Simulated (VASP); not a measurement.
# AlAs4 (Ccce) in VASP: relaxation of cell and atoms with PBE

Aim: the relaxation of cell and atoms of AlAs4 with PBE.

Everything below comes from runs of VASP 6.6.1. Logs are shortened: lines on timing, memory, paths and dates and some standing lists are left out, and cuts for length are marked.

## Step 1: The cell of the first run

Symmetry: Ccce, No. 68, orthorhombic system. Conventional cell: a = 6.181 Å, b = 11.099 Å, c = 6.162 Å, α = 90.00°, β = 90.00°, γ = 90.00°. Al (site symmetry 222) has 8 As at 2.68 to 2.69 Å within 3.5 Å. As (site symmetry 1) has 2 Al at 2.68 to 2.69 Å and 10 As at 2.92 to 3.60 Å within 3.7 Å.

The cell was generated, and may not be a known phase.

## Step 2: Relaxation of cell and atoms, PBE

INCAR reads:

```
SYSTEM = AlAs4
PREC     = Accurate       ! precision mode
ENCUT    = 510            ! plane-wave cutoff, eV
EDIFF    = 1E-7           ! SCF threshold, eV
ISMEAR   = 0              ! smearing method
SIGMA    = 0.2            ! smearing width, eV
LREAL    = .FALSE.        ! projectors in reciprocal space
LASPH    = .TRUE.         ! aspherical terms in the spheres
NELM     = 120            ! most SCF steps
ALGO     = Normal         ! electronic algorithm
ISIF     = 3              ! what is computed and relaxed
LWAVE    = .FALSE.        ! write WAVECAR
LCHARG   = .FALSE.        ! write CHGCAR
GGA      = PE             ! functional
IBRION   = 2              ! ionic algorithm
NSW      = 36             ! ionic steps
EDIFFG   = -0.08          ! ionic threshold
GGA_COMPAT= .FALSE.      
NELMIN   = 4
```

KPOINTS reads:

```
regular mesh
0
G
  3 3 3
  0 0 0
```

POSCAR reads:

```
AlAs4
1.0
    3.0903088900     -5.5495841000      0.0000000000
    3.0903088900      5.5495841000      0.0000000000
    0.0000000000      0.0000000000      6.1621380800
Al As
2 8
Direct
    0.5000000000      0.5000000000      0.0000000000
    0.0000000000      0.0000000000      0.5000000000
    0.2029201500      0.4553219400      0.3303236100
    0.5446780600      0.7970798500      0.6696763900
    0.4553219400      0.2029201500      0.6696763900
    0.7970798500      0.5446780600      0.3303236100
    0.9553219400      0.7029201500      0.8303236100
    0.2970798500      0.0446780600      0.1696763900
    0.7029201500      0.9553219400      0.1696763900
    0.0446780600      0.2970798500      0.8303236100
```

Potentials or basis: VASP PAW PBE potentials, release 64 (Al, As_d).

Command:

```console
$ cat potpaw_PBE.64/Al/POTCAR potpaw_PBE.64/As_d/POTCAR > POTCAR
$ mpirun -np 1 vasp_std > vasp.out
```

OUTCAR:

```text
SYSTEM = AlAs4
   PREC = Accurate
   ENCUT = 510
   EDIFF = 1E-7
   ISMEAR = 0
   LREAL = .FALSE.
   LASPH = .TRUE.
   NELM = 120
   ISIF = 3
   GGA = PE
   IBRION = 2
   NSW = 36
   EDIFFG = -0.08
   NELMIN = 4

 ion  position               nearest neighbor table
   1  0.500  0.500  0.000-   7 2.68   8 2.68   9 2.68  10 2.68   3 2.69   4 2.69   5 2.69   6 2.69

   2  0.000  0.000  0.500-   3 2.68   4 2.68   5 2.68   6 2.68   7 2.69   8 2.69   9 2.69  10 2.69

   3  0.203  0.455  0.330-   2 2.68   1 2.69   6 2.92
   4  0.545  0.797  0.670-   2 2.68   1 2.69   5 2.92
   5  0.455  0.203  0.670-   2 2.68   1 2.69   4 2.92
   6  0.797  0.545  0.330-   2 2.68   1 2.69   3 2.92
   7  0.955  0.703  0.830-   1 2.68   2 2.69  10 2.92
   8  0.297  0.045  0.170-   1 2.68   2 2.69   9 2.92
   9  0.703  0.955  0.170-   1 2.68   2 2.69   8 2.92
  10  0.045  0.297  0.830-   1 2.68   2 2.69   7 2.92

  LATTYP: Found a base centered orthorhombic cell.
 ALAT       =     6.1806177800
 B/A-ratio  =     1.7958023931
 C/A-ratio  =     0.9970100562

  Lattice vectors:

 A1 = (   3.0903088900,  -5.5495841000,   0.0000000000)
 A2 = (   3.0903088900,   5.5495841000,   0.0000000000)
 A3 = (   0.0000000000,   0.0000000000,   6.1621380800)

Analysis of symmetry for initial positions (statically):
=====================================================================
 Subroutine PRICEL returns:
 Original cell was already a primitive cell.

 Routine SETGRP: Setting up the symmetry group for a
 base centered orthorhombic supercell.

 Subroutine GETGRP returns: Found  8 space group operations
 (whereof  4 operations were pure point group operations)
 out of a pool of  8 trial point group operations.

The static configuration has the point symmetry D_2 .
 The point group associated with its full space group is D_2h.

Analysis of symmetry for dynamics (positions and initial velocities):
=====================================================================
 Subroutine PRICEL returns:
 Original cell was already a primitive cell.

 Routine SETGRP: Setting up the symmetry group for a
 base centered orthorhombic supercell.

 Subroutine GETGRP returns: Found  8 space group operations
 (whereof  4 operations were pure point group operations)
 out of a pool of  8 trial point group operations.

The dynamic configuration has the point symmetry D_2 .
 The point group associated with its full space group is D_2h.

 Subroutine INISYM returns: Found  8 space group operations
 (whereof  4 operations are pure point group operations),
 and found     1 'primitive' translations

----------------------------------------------------------------------------------------

                                     Primitive cell

  volume of cell :     211.3605

  direct lattice vectors                    reciprocal lattice vectors
     3.090308890 -5.549584100  0.000000000     0.161796124 -0.090096842  0.000000000
     3.090308890  5.549584100  0.000000000     0.161796124  0.090096842  0.000000000
     0.000000000  0.000000000  6.162138080     0.000000000  0.000000000  0.162281336

  length of vectors
     6.351999112  6.351999112  6.162138080     0.185190244  0.185190244  0.162281336

  position of ions in fractional coordinates (direct lattice)
     0.500000000  0.500000000  0.000000000
     0.000000000  0.000000000  0.500000000
     0.202920150  0.455321940  0.330323610
     0.544678060  0.797079850  0.669676390
     0.455321940  0.202920150  0.669676390
     0.797079850  0.544678060  0.330323610
     0.955321940  0.702920150  0.830323610
     0.297079850  0.044678060  0.169676390
     0.702920150  0.955321940  0.169676390
     0.044678060  0.297079850  0.830323610

  ion indices of the primitive-cell ions
   primitive index   ion index
                 1           1
                 2           2
                 3           3
                 4           4
                 5           5
                 6           6
                 7           7
                 8           8
                 9           9
                10          10

----------------------------------------------------------------------------------------

 KPOINTS: regular mesh

Automatic generation of k-mesh.
 Grid dimensions read from file:
 generate k-points for:    3    3    3

 Generating k-lattice:

  Cartesian coordinates                     Fractional coordinates (reciprocal lattice)
     0.053932041 -0.030032281  0.000000000     0.333333333  0.000000000  0.000000000
     0.053932041  0.030032281  0.000000000     0.000000000  0.333333333  0.000000000
     0.000000000  0.000000000  0.054093779     0.000000000  0.000000000  0.333333333

  Length of vectors
     0.061730081  0.061730081  0.054093779

  Shift w.r.t. Gamma in fractional coordinates (k-lattice)
     0.000000000  0.000000000  0.000000000

 Subroutine IBZKPT returns following result:
 ===========================================

 Found      8 irreducible k-points:

 Following reciprocal coordinates:
            Coordinates               Weight
  0.000000  0.000000  0.000000      1.000000
  0.333333  0.000000  0.000000      4.000000
  0.333333  0.333333  0.000000      2.000000
 -0.333333  0.333333  0.000000      2.000000
  0.000000  0.000000  0.333333      2.000000
  0.333333  0.000000  0.333333      8.000000
  0.333333  0.333333  0.333333      4.000000
 -0.333333  0.333333  0.333333      4.000000
   k-points           NKPTS =      8   k-points in BZ     NKDIM =      8   number of bands    NBANDS=     75
   number of dos      NEDOS =    301   number of ions     NIONS =     10
   total plane-waves  NPLWV = 110592
   dimension x,y,z NGX =    48 NGY =   48 NGZ =   48
   dimension x,y,z NGXF=    96 NGYF=   96 NGZF=   96
   ions per type =               2   8
   NGX,Y,Z   is equivalent  to a cutoff of  12.56, 12.56, 12.95 a.u.
   NGXF,Y,Z  is equivalent  to a cutoff of  25.13, 25.13, 25.90 a.u.
 SYSTEM =  AlAs4
   PREC   = accura    normal or accurate (medium, high low for compatibility)
   ISTART =      0    job   : 0-new  1-cont  2-samecut
   ICHARG =      2    charge: 1-file 2-atom 10-const
   ISPIN  =      1    spin polarized calculation?
   LNONCOLLINEAR =      F non collinear calculations
   LSORBIT =      F    spin-orbit coupling
   LASPH  =      T    aspherical Exc in radial PAW
   ENCUT  =  510.0 eV  37.48 Ry    6.12 a.u.  11.70 11.70 11.35*2*pi/ulx,y,z
   NELM   =    120;   NELMIN=  4; NELMDL= -5     # of ELM steps
   EDIFF  = 0.1E-06   stopping-criterion for ELM
   LREAL  =      F    real-space projection
   EDIFFG = -.8E-01   stopping-criterion for IOM
   NSW    =     36    number of steps for IOM
   IBRION =      2    ionic relax: 0-MD 1-quasi-New 2-CG
   NFREE  =      1    steps in history (QN), initial steepest desc. (CG)
   ISIF   =      3    stress and relaxation
   ISYM   =      2    0-nonsym 1-usesym 2-fastsym
   POTIM  = 0.5000    time-step for ionic-motion
   TEBEG  =    0.0;   TEEND  =   0.0 temperature during run
   PSTRESS=    0.0 pullay stress
   NELECT =     126.0000    total number of electrons
   NUPDOWN=      -1.0000    fix difference up-down
   EMIN   =  10.00;   EMAX   =-10.00  energy-range for DOS
   EFERMI =   0.00;   METHOD = LEGACY
   ISMEAR =     0;   SIGMA  =   0.20  broadening in eV -4-tet -1-fermi 0-gaus
   EFERMI_NEDOS =   21; number of points for ismear=-14 and -15
   IALGO  =     38    algorithm
   IMIX   =      4    mixing-type and parameters
     AMIX     =   0.40;   BMIX     =  1.00
     AMIX_MAG =   1.60;   BMIX_MAG =  1.00
  volume/ion in A,a.u.               =      21.14       142.63
  Fermi-wavevector in a.u.,A,eV,Ry     =   1.377813  2.603690 25.828892  1.898370
  Thomas-Fermi vector in A             =   2.502932
   LORBIT       =      0    0 simple, 1 ext, 2 COOP (PROOUT), +10 PAW based schemes
   GGA     = PE    functional components
   LHFCALC =     F    Hartree Fock is set to
   AEXX    =    0.0000 exact exchange contribution
   IVDW    =     0    specifies the selected vdW correction
   LEPSILON=     F    determine dielectric tensor
   LRPA    =     F    only Hartree local field effects (RPA)
 conjugate gradient relaxation of ions
 non-spin polarized calculation
 Gauss-broadening in eV      SIGMA  =   0.20
  energy-cutoff  :      510.00
  volume of cell :      211.36
 maximum number of plane-waves:      5535
   NGX = 23   NGY = 23   NGZ = 23

--------------------------------------- Ionic step        1  -------------------------------------------

 number of electron     126.0000044 magnetization

 Free energy of the ion-electron system (eV)
  ---------------------------------------------------
  ext. energy  EPLUGINS =         0.00000000
  ---------------------------------------------------
  free energy    TOTEN  =       -42.48046663 eV

  energy without entropy =      -42.37245006  energy(sigma->0) =      -42.42645834

------------------------ aborting loop because EDIFF is reached ----------------------------------------

  FORCE on cell =-STRESS in cart. coord.  units (eV):
  Direction    XX          YY          ZZ          XY          YZ          ZX
  --------------------------------------------------------------------------------------
  -------------------------------------------------------------------------------------
  Total       -6.6963909     -6.0660940     -2.4676157      0.0000000      0.0000000      0.0000000
  in kB      -50.7607033    -45.9828589    -18.7052858      0.0000000      0.0000000      0.0000000
  external PRESSURE =     -38.4829493 kB  Pullay stress =       0.0000000 kB
[... 113 lines left out ...]
  FREE ENERGIE OF THE ION-ELECTRON SYSTEM (eV)
  ---------------------------------------------------
  free  energy   TOTEN  =       -43.1990969907 eV

  energy  without entropy=      -43.1222881277  energy(sigma->0) =      -43.16069256

 E-fermi :   4.5099     XC(G=0): -10.8800

 val. band max:        4.4764657467   @ k =   0.0000   0.0000   0.0000
 cond. band min:       4.6060738977   @ k =  -0.3333   0.3333   0.3333
 fundamental gap:      0.1296081510
 Fermi energy:         4.5099219412

 k-point     1 :       0.0000    0.0000    0.0000
  band No.  band energies     occupation
      1     -31.4146      2.00000
      2     -31.4132      2.00000
      3     -31.3918      2.00000
      4     -31.3901      2.00000
      5     -31.3889      2.00000
      6     -31.3876      2.00000
[... 613 lines left out ...]
     74       8.9586      0.00000
     75       9.9199      0.00000

[... ionic steps 4 to 12 ...]

--------------------------------------- Ionic step       13  -------------------------------------------

 number of electron     126.0000036 magnetization

------------------------ aborting loop because EDIFF is reached ----------------------------------------
[... 83 lines left out ...]
--------------------------------------- Ionic step       15  -------------------------------------------

 number of electron     126.0000010 magnetization

 Free energy of the ion-electron system (eV)
  ---------------------------------------------------
  ext. energy  EPLUGINS =         0.00000000
  ---------------------------------------------------
  free energy    TOTEN  =       -44.29288040 eV

  energy without entropy =      -44.21768292  energy(sigma->0) =      -44.25528166

 E-fermi :   4.3871     XC(G=0): -10.8181

 val. band max:        4.3663043525   @ k =   0.3333   0.3333   0.3333
 cond. band min:       4.4339317042   @ k =  -0.3333   0.3333   0.3333
 fundamental gap:      0.0676273517
 Fermi energy:         4.3871119753

 k-point     1 :       0.0000    0.0000    0.0000
  band No.  band energies     occupation
      1     -31.5174      2.00000
      2     -31.5162      2.00000
      3     -31.4925      2.00000
      4     -31.4924      2.00000
      5     -31.4923      2.00000
      6     -31.4897      2.00000
[... 650 lines left out ...]
  FREE ENERGIE OF THE ION-ELECTRON SYSTEM (eV)
  ---------------------------------------------------
  free  energy   TOTEN  =       -44.2928803965 eV

  energy  without entropy=      -44.2176829160  energy(sigma->0) =      -44.25528166

 reached required accuracy - stopping structural energy minimisation
```

It took 23 min on 1 thread of Intel Xeon Platinum 8375C at 2.90GHz (Ice Lake), shared host; peak memory 0.37 GiB.

What came out:

```yaml
Free_energy: -44.2929 eV
Relaxed_volume: 19.93 Å³/atom
Relaxed_cell: a = 6.116 Å, b = 6.116 Å, c = 6.351 Å, α = 90.00°, β = 90.00°, γ = 122.96°
Space_group_after_relaxing_to_0.1_Å: Ccce (No. 68)
Energy_gained_by_relaxing: 181.2 meV/atom
Ionic_steps: 15
Pressure_after_relaxing: -0.1 GPa
Largest_force_after_relaxing: 0.052 eV/Å
Band_gap_on_the_k_mesh: zero (bands 63 and 64 overlap by 0.62 eV)
```

Forces on the atoms (eV/Å):
```
Al   0.000  0.000  0.000
Al   0.000  0.000  0.000
As  -0.040 -0.004  0.034
As   0.040 -0.004 -0.034
As  -0.040  0.004 -0.034
As   0.040  0.004  0.034
As  -0.040  0.004  0.034
As   0.040  0.004 -0.034
As  -0.040 -0.004 -0.034
As   0.040 -0.004  0.034
```

The path:
| step | energy change (eV) | largest force (eV/Å) | pressure (GPa) | volume (Å³) |
| --- | --- | --- | --- | --- |
| 1 | 0.0000 | 0.9252 | -3.85 | 211.36 |
| 2 | -0.5889 | 1.0940 | 0.36 | 196.18 |
| 3 | -0.7186 | 1.0940 | 4.90 | 185.53 |
| 4 | -1.0195 | 0.8150 | 5.26 | 184.57 |
| 5 | -1.1615 | 0.6574 | 6.38 | 183.45 |
| 6 | -1.5339 | 0.5229 | 1.52 | 193.15 |
| 7 | -1.6108 | 0.4323 | -1.51 | 201.06 |
| 8 | -1.6110 | 0.4376 | -1.34 | 200.57 |
| 9 | -1.6731 | 0.3702 | -1.09 | 199.72 |
| 10 | -1.7562 | 0.0585 | 0.15 | 197.18 |
| 11 | -1.7893 | 0.0718 | 0.46 | 197.01 |
| 12 | -1.7957 | 0.1125 | 0.70 | 196.89 |
| 13 | -1.8070 | 0.0609 | -0.25 | 199.47 |
| 14 | -1.8071 | 0.0597 | -0.32 | 199.66 |
| 15 | -1.8124 | 0.0524 | -0.10 | 199.31 |

Final structure:
```
CELL_PARAMETERS angstrom
2.92003 -5.37342 0.00000
2.92003 5.37342 0.00000
0.00000 0.00000 6.35113
ATOMIC_POSITIONS crystal
Al 0.50000 0.50000 0.00000
Al 0.00000 0.00000 0.50000
As 0.19503 0.47944 0.36603
As 0.52056 0.80497 0.63397
As 0.47944 0.19503 0.63397
As 0.80497 0.52056 0.36603
As 0.97944 0.69502 0.86603
As 0.30497 0.02056 0.13397
As 0.69502 0.97944 0.13397
As 0.02056 0.30497 0.86603
```

Levels at points of the mesh, in eV from the Fermi level:
```csv
k point,band 59,band 60,band 61,band 62,band 63,band 64,band 65,band 66,band 67,band 68
"(0.00, 0.00, 0.00)",-2.96,-2.82,-2.75,-0.04,0.35,2.04,2.64,2.68,2.87,2.90
```

Caveat: the k points lie up to 0.41 Å⁻¹ apart in the final cell, too coarse for converged energies and pressures of a metal; semilocal functionals underestimate gaps, and a narrow one can read as zero; the relaxation stopped at a loose force limit of 0.08 eV/Å, so its end isn't a converged minimum.

The gap in the log of VASP goes by the Fermi energy; the results here count the filled bands.